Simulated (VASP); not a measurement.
# TePb (R-3m) in VASP: further runs

The runs below take TePb through single point, with PBE.

Program: VASP 6.6.1. These are calculated values, not measurements. Logs are shortened: lines on timing, memory, paths and dates and some standing lists are left out, and cuts for length are marked.

### Step 1. The cell of the first run

Symmetry: R-3m, No. 166, trigonal system. The conventional cell has a = 4.760 Å, b = 4.760 Å, c = 10.970 Å, α = 90.00°, β = 90.00°, γ = 120.00°. Within 4.3 Å of Pb (site symmetry -3m) lie 6 Te at 3.30 Å. Te (site symmetry -3m) has 6 Pb at 3.30 Å within 4.3 Å.

### Step 2. Single point, PBE (epitaxial 111 strain +3.0%)

INCAR

```
SYSTEM = TePb
ALGO = Normal
EDIFF = 1E-6
ENCUT = 520
GGA = PE
ISIF = 2
ISMEAR = 0
LASPH = .TRUE.
LCHARG = .FALSE.
LREAL = .FALSE.
LWAVE = .FALSE.
NBANDS = 17
NELM = 60
PREC = Accurate
SIGMA = 0.01
```

KPOINTS

```
k-points
0
G
  4 4 4
  0 0 0
```

POSCAR

```
TePb
1.0
   -0.1328311875      3.2330407668      3.2330407668
    3.2330407668     -0.1328311875      3.2330407668
    3.2330407668      3.2330407668     -0.1328311875
Pb Te
1 1
Direct
    0.0000000000      0.0000000000      0.0000000000
    0.5000000000      0.5000000000      0.5000000000
```

Potentials or basis: VASP PAW PBE potentials, release 64 (Pb_d, Te).

Run with:

```
cat potpaw_PBE.64/Pb_d/POTCAR potpaw_PBE.64/Te/POTCAR > POTCAR
mpirun -np 1 vasp_std > vasp.out
```

OUTCAR:

```text
SYSTEM = TePb
   EDIFF = 1E-6
   ENCUT = 520
   GGA = PE
   ISIF = 2
   ISMEAR = 0
   LASPH = .TRUE.
   LREAL = .FALSE.
   NELM = 60
   PREC = Accurate

 ion  position               nearest neighbor table
   1  0.000  0.000  0.000-   2 3.30   2 3.30   2 3.30   2 3.30   2 3.30   2 3.30
   2  0.500  0.500  0.500-   1 3.30   1 3.30   1 3.30   1 3.30   1 3.30   1 3.30

  LATTYP: Found a trigonal (rhomboedric) cell.
 ALAT       =     4.5741391894
 COS(alpha) =     0.4585274699

  Lattice vectors:

 A1 = (  -0.1328311875,   3.2330407668,   3.2330407668)
 A2 = (   3.2330407668,  -0.1328311875,   3.2330407668)
 A3 = (   3.2330407668,   3.2330407668,  -0.1328311875)

Analysis of symmetry for initial positions (statically):
=====================================================================
 Subroutine PRICEL returns:
 Original cell was already a primitive cell.

 Routine SETGRP: Setting up the symmetry group for a
 trigonal (rhombohedral) supercell.

 Subroutine GETGRP returns: Found 12 space group operations
 (whereof 12 operations were pure point group operations)
 out of a pool of 12 trial point group operations.

The static configuration has the point symmetry D_3d.

Analysis of symmetry for dynamics (positions and initial velocities):
=====================================================================
 Subroutine PRICEL returns:
 Original cell was already a primitive cell.

 Routine SETGRP: Setting up the symmetry group for a
 trigonal (rhombohedral) supercell.

 Subroutine GETGRP returns: Found 12 space group operations
 (whereof 12 operations were pure point group operations)
 out of a pool of 12 trial point group operations.

The dynamic configuration has the point symmetry D_3d.

 Subroutine INISYM returns: Found 12 space group operations
 (whereof 12 operations are pure point group operations),
 and found     1 'primitive' translations

----------------------------------------------------------------------------------------

                                     Primitive cell

  volume of cell :      71.7500

  direct lattice vectors                    reciprocal lattice vectors
    -0.132831188  3.233040767  3.233040767    -0.145434288  0.151665547  0.151665547
     3.233040767 -0.132831188  3.233040767     0.151665547 -0.145434288  0.151665547
     3.233040767  3.233040767 -0.132831188     0.151665547  0.151665547 -0.145434288

  length of vectors
     4.574139189  4.574139189  4.574139189     0.259144763  0.259144763  0.259144763

  position of ions in fractional coordinates (direct lattice)
     0.000000000  0.000000000  0.000000000
     0.500000000  0.500000000  0.500000000

  ion indices of the primitive-cell ions
   primitive index   ion index
                 1           1
                 2           2

----------------------------------------------------------------------------------------

 KPOINTS: k-points

Automatic generation of k-mesh.
 Grid dimensions read from file:
 generate k-points for:    4    4    4

 Generating k-lattice:

  Cartesian coordinates                     Fractional coordinates (reciprocal lattice)
    -0.036358572  0.037916387  0.037916387     0.250000000  0.000000000  0.000000000
     0.037916387 -0.036358572  0.037916387     0.000000000  0.250000000  0.000000000
     0.037916387  0.037916387 -0.036358572     0.000000000  0.000000000  0.250000000

  Length of vectors
     0.064786191  0.064786191  0.064786191

  Shift w.r.t. Gamma in fractional coordinates (k-lattice)
     0.000000000  0.000000000  0.000000000

 Subroutine IBZKPT returns following result:
 ===========================================

 Found     13 irreducible k-points:

 Following reciprocal coordinates:
            Coordinates               Weight
  0.000000  0.000000  0.000000      1.000000
  0.250000  0.000000  0.000000      6.000000
  0.500000  0.000000  0.000000      3.000000
  0.250000  0.250000  0.000000      6.000000
  0.500000  0.250000  0.000000     12.000000
 -0.250000  0.250000  0.000000      6.000000
  0.500000  0.500000  0.000000      3.000000
  0.250000  0.250000  0.250000      2.000000
  0.500000  0.250000  0.250000      6.000000
 -0.250000  0.250000  0.250000      6.000000
  0.500000  0.500000  0.250000      6.000000
 -0.250000  0.500000  0.250000      6.000000
  0.500000  0.500000  0.500000      1.000000
   k-points           NKPTS =     13   k-points in BZ     NKDIM =     13   number of bands    NBANDS=     17
   number of dos      NEDOS =    301   number of ions     NIONS =      2
   total plane-waves  NPLWV =  46656
   dimension x,y,z NGX =    36 NGY =   36 NGZ =   36
   dimension x,y,z NGXF=    72 NGYF=   72 NGZF=   72
   ions per type =               1   1
   NGX,Y,Z   is equivalent  to a cutoff of  13.08, 13.08, 13.08 a.u.
   NGXF,Y,Z  is equivalent  to a cutoff of  26.17, 26.17, 26.17 a.u.
 SYSTEM =  TePb
   PREC   = accura    normal or accurate (medium, high low for compatibility)
   ISTART =      0    job   : 0-new  1-cont  2-samecut
   ICHARG =      2    charge: 1-file 2-atom 10-const
   ISPIN  =      1    spin polarized calculation?
   LNONCOLLINEAR =      F non collinear calculations
   LSORBIT =      F    spin-orbit coupling
   LASPH  =      T    aspherical Exc in radial PAW
   ENCUT  =  520.0 eV  38.22 Ry    6.18 a.u.   8.50  8.50  8.50*2*pi/ulx,y,z
   NELM   =     60;   NELMIN=  2; NELMDL= -5     # of ELM steps
   EDIFF  = 0.1E-05   stopping-criterion for ELM
   LREAL  =      F    real-space projection
   EDIFFG = 0.1E-04   stopping-criterion for IOM
   NSW    =      0    number of steps for IOM
   IBRION =     -1    ionic relax: 0-MD 1-quasi-New 2-CG
   NFREE  =      0    steps in history (QN), initial steepest desc. (CG)
   ISIF   =      2    stress and relaxation
   ISYM   =      2    0-nonsym 1-usesym 2-fastsym
   POTIM  = 0.5000    time-step for ionic-motion
   TEBEG  =    0.0;   TEEND  =   0.0 temperature during run
   PSTRESS=    0.0 pullay stress
   NELECT =      20.0000    total number of electrons
   NUPDOWN=      -1.0000    fix difference up-down
   EMIN   =  10.00;   EMAX   =-10.00  energy-range for DOS
   EFERMI =   0.00;   METHOD = LEGACY
   ISMEAR =     0;   SIGMA  =   0.01  broadening in eV -4-tet -1-fermi 0-gaus
   EFERMI_NEDOS =   21; number of points for ismear=-14 and -15
   IALGO  =     38    algorithm
   IMIX   =      4    mixing-type and parameters
     AMIX     =   0.40;   BMIX     =  1.00
     AMIX_MAG =   1.60;   BMIX_MAG =  1.00
  volume/ion in A,a.u.               =      35.87       242.10
  Fermi-wavevector in a.u.,A,eV,Ry     =   1.069410  2.020892 15.560135  1.143638
  Thomas-Fermi vector in A             =   2.205088
   LORBIT       =      0    0 simple, 1 ext, 2 COOP (PROOUT), +10 PAW based schemes
   GGA     = PE    functional components
   LHFCALC =     F    Hartree Fock is set to
   AEXX    =    0.0000 exact exchange contribution
   IVDW    =     0    specifies the selected vdW correction
   LEPSILON=     F    determine dielectric tensor
   LRPA    =     F    only Hartree local field effects (RPA)
 non-spin polarized calculation
 Gauss-broadening in eV      SIGMA  =   0.01
  energy-cutoff  :      520.00
  volume of cell :       71.75
 maximum number of plane-waves:      1944
 NGX is ok and might be reduce to    36
   NGX = 17   NGY = 17   NGZ = 17

 number of electron      19.9999999 magnetization

 Free energy of the ion-electron system (eV)
  ---------------------------------------------------
  ext. energy  EPLUGINS =         0.00000000
  ---------------------------------------------------
  free energy    TOTEN  =        -7.49792352 eV

  energy without entropy =       -7.49792352  energy(sigma->0) =       -7.49792352

 E-fermi :   5.0486     XC(G=0):  -9.0302

 val. band max:        4.9360545372   @ k =   0.5000   0.0000   0.0000
 cond. band min:       5.4284434330   @ k =   0.5000   0.5000   0.5000
 fundamental gap:      0.4923888958
 Fermi energy:         5.0486041610

 k-point     1 :       0.0000    0.0000    0.0000
  band No.  band energies     occupation
      1     -11.7991      2.00000
      2     -11.7991      2.00000
      3     -11.7941      2.00000
      4     -11.7851      2.00000
      5     -11.7851      2.00000
      6      -6.6684      2.00000
[... 9 lines left out ...]
     16      11.3054      0.00000
     17      12.2184      0.00000

 k-point     2 :       0.2500    0.0000    0.0000
  band No.  band energies     occupation
      1     -11.8051      2.00000
      2     -11.8006      2.00000
      3     -11.7886      2.00000
      4     -11.7847      2.00000
      5     -11.7798      2.00000
      6      -6.2052      2.00000
[... 9 lines left out ...]
     16      12.2698      0.00000
     17      14.7630      0.00000

 k-point     3 :       0.5000    0.0000    0.0000
  band No.  band energies     occupation
      1     -11.8113      2.00000
      2     -11.8043      2.00000
      3     -11.7865      2.00000
      4     -11.7790      2.00000
      5     -11.7744      2.00000
      6      -5.4126      2.00000
[... 9 lines left out ...]
     16      13.6331      0.00000
     17      14.8348      0.00000

 k-point     4 :       0.2500    0.2500    0.0000
  band No.  band energies     occupation
      1     -11.8144      2.00000
      2     -11.7949      2.00000
      3     -11.7922      2.00000
      4     -11.7817      2.00000
      5     -11.7772      2.00000
      6      -6.0522      2.00000
[... 9 lines left out ...]
     16      13.1358      0.00000
     17      13.4734      0.00000
[... 123 lines left out ...]
      1     -11.8212      2.00000
      2     -11.7952      2.00000
      3     -11.7934      2.00000
      4     -11.7771      2.00000
      5     -11.7713      2.00000
      6      -5.2708      2.00000
[... 9 lines left out ...]
     16      14.7716      0.00000
     17      15.3323      0.00000

 k-point    12 :      -0.2500    0.5000    0.2500
  band No.  band energies     occupation
      1     -11.8260      2.00000
      2     -11.7963      2.00000
      3     -11.7889      2.00000
      4     -11.7811      2.00000
      5     -11.7692      2.00000
      6      -5.0577      2.00000
[... 9 lines left out ...]
     16      15.4962      0.00000
     17      15.5758      0.00000

 k-point    13 :       0.5000    0.5000    0.5000
  band No.  band energies     occupation
      1     -11.8048      2.00000
      2     -11.8048      2.00000
      3     -11.7940      2.00000
      4     -11.7741      2.00000
      5     -11.7741      2.00000
      6      -5.3111      2.00000
[... 9 lines left out ...]
     16      14.3365      0.00000
     17      14.3365      0.00000

------------------------ aborting loop because EDIFF is reached ----------------------------------------

  FORCE on cell =-STRESS in cart. coord.  units (eV):
  Direction    XX          YY          ZZ          XY          YZ          ZX
  --------------------------------------------------------------------------------------
  -------------------------------------------------------------------------------------
  Total       -0.2391238     -0.2391238     -0.2391238      0.2623769      0.2623769      0.2623769
  in kB       -5.3396356     -5.3396356     -5.3396356      5.8588766      5.8588766      5.8588766
  external PRESSURE =      -5.3396356 kB  Pullay stress =       0.0000000 kB

 VOLUME and BASIS-vectors are now :
 -----------------------------------------------------------------------------
  energy-cutoff  :      520.00
  volume of cell :       71.75
      direct lattice vectors                 reciprocal lattice vectors
    -0.132831188  3.233040767  3.233040767    -0.145434288  0.151665547  0.151665547
     3.233040767 -0.132831188  3.233040767     0.151665547 -0.145434288  0.151665547
     3.233040767  3.233040767 -0.132831188     0.151665547  0.151665547 -0.145434288

 POSITION                                       TOTAL-FORCE (eV/Angst)
 -----------------------------------------------------------------------------------
      0.00000      0.00000      0.00000        -0.000000      0.000000     -0.000000
      3.16663      3.16663      3.16663         0.000000     -0.000000      0.000000
 -----------------------------------------------------------------------------------
    total drift:                               -0.000000      0.000000      0.000000

  FREE ENERGIE OF THE ION-ELECTRON SYSTEM (eV)
  ---------------------------------------------------
  free  energy   TOTEN  =        -7.4979235202 eV

  energy  without entropy=       -7.4979235202  energy(sigma->0) =       -7.49792352
```

Run time: 14 s. Hardware: 1 thread of AMD EPYC 7R13 (Zen 3), shared host; peak memory 0.18 GiB.

Results:

| Item | Value |
| --- | --- |
| Free energy | -7.4979 eV |
| Pressure | -0.5 GPa |
| Band gap on the k mesh | 0.49 eV (least direct gap 0.78 eV) |

Levels at points of the mesh, in eV from the valence-band top:
```tsv
k point	band 8	band 9	band 10	band 11	band 12	band 13
(0.00, 0.00, 0.00)	-1.35	-1.35	-0.89	3.81	3.99	3.99
(0.50, 0.00, 0.00)	-0.80	-0.66	0.00	0.78	1.32	1.59
(0.50, 0.50, 0.00)	-4.10	-2.71	-2.34	3.48	5.04	5.20
(0.50, 0.50, 0.50)	-0.94	-0.94	-0.33	0.49	1.09	1.09
```

Caveat: the cell differs from its parent crystal (epitaxial 111 strain +3.0%); the structure was generated, so it needn't be the stable form of TePb; spin-orbit coupling is left out, which moves the levels of the heavy elements. A k mesh can miss the band edges.

(Continued in part 2 of 2.)
